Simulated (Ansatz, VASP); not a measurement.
# GaSi3: VASP beside Ansatz

```
Ga Si
1.0
     3.97390    0.00000    0.00000
     0.00000    3.97390    0.00000
     0.00000    0.00000    3.97390
Ga Si
1 3
Direct
  0.00000 0.00000 0.00000
  0.00000 0.50000 0.50000
  0.50000 0.00000 0.50000
  0.50000 0.50000 0.00000
```

Alike in both runs: functional PBE; k mesh 12 × 12 × 12; occupations gaussian, width 0.1 eV; no spin polarisation.

Ansatz relaxed the structure, and its values are those at the end. VASP's run is a single point on that final structure, the one shown.

|  | VASP | Ansatz |
| --- | --- | --- |
| version | VASP 6.6.1 | Ansatz 0.2.0 |
| potentials or method | VASP PAW PBE potentials, release 64 (Ga_d, Si), cutoff 520 eV | scalar-relativistic, plane waves, PAW |
| valence electrons in the cell | 25 | 25 |

|  | VASP | Ansatz | Ansatz less VASP |
| --- | --- | --- | --- |
| gap on the k mesh at the Fermi level (eV) | none | none | - |
| pressure (GPa) | 0.0 | 0.0 | 0.00 |

A gap of «none» marks a metal or a gap that the smearing closes.
